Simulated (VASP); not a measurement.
Input of a VASP 6.6.1 run:

INCAR

```
  PREC = Accurate
  ENCUT = 520
  EDIFF = 1E-6
  ISMEAR = -1
  SIGMA = 0.05
  LREAL = Auto
  LASPH = T
  NELM = 150
  ALGO = Normal
  ISIF = 2
  LWAVE = F
  LCHARG = F
  ISPIN = 2
  MAGMOM = 0 0 0 0 0 0 0 0 0 0 0 0 0 0 0 0 0 0 1
  LORBIT = 11
  NBANDS = 57
```

File KPOINTS:

```
Automatic mesh
0
Gamma
  2 2 1
```

File POSCAR:

```
C
1.0
    7.3980000000      0.0000000000      0.0000000000
   -3.6990000000      6.4068560000      0.0000000000
    0.0000000000      0.0000000000     12.0000000000
C
19
Direct
   -0.0059042328      0.0014309875      0.0821833873
    0.2174176312      0.1185851451      0.1040352222
   -0.0001285697      0.3378277890      0.0787067317
    0.2228124472      0.4488865391      0.0784777233
    0.0007963211      0.6704035553      0.0825615785
    0.2202445370      0.7765815147      0.0842236864
    0.3387986610      0.0011165977      0.1041258849
    0.5620793643      0.1178857304      0.0818924751
    0.3357427241      0.3429341057      0.0842112693
    0.5553612412      0.4489347583      0.0828723633
    0.3331179896      0.6705595991      0.0785690355
    0.5560701234      0.7813286460      0.0790116336
    0.6672332309      0.0044195550      0.0763993467
    0.8886977456      0.1146652500      0.0764946362
    0.6679606340      0.3372384069      0.0814633966
    0.8902074958      0.4479803801      0.0793316680
    0.6658435021      0.6713492946      0.0797575068
    0.8882122540      0.7820727495      0.0817881319
    0.2793301999      0.0615924961      0.2113937226
```

Potentials or basis: VASP PAW LDA potentials, release 64 (C).

Launch:

```console
$ cat potpaw_LDA.64/C/POTCAR > POTCAR
$ mpirun -np 1 vasp_std > vasp.out
```

(1) Estimate the largest force.

(2) What does it give for the site moments?

(3) Estimate the net moment.

## Answers

(1) 0.229 eV/Å.

(2) C +0.01, -0.00, +0.00, +0.10 μB.

(3) 0.31 μB per cell.

Caveat: the k points lie up to 0.49 Å⁻¹ apart.
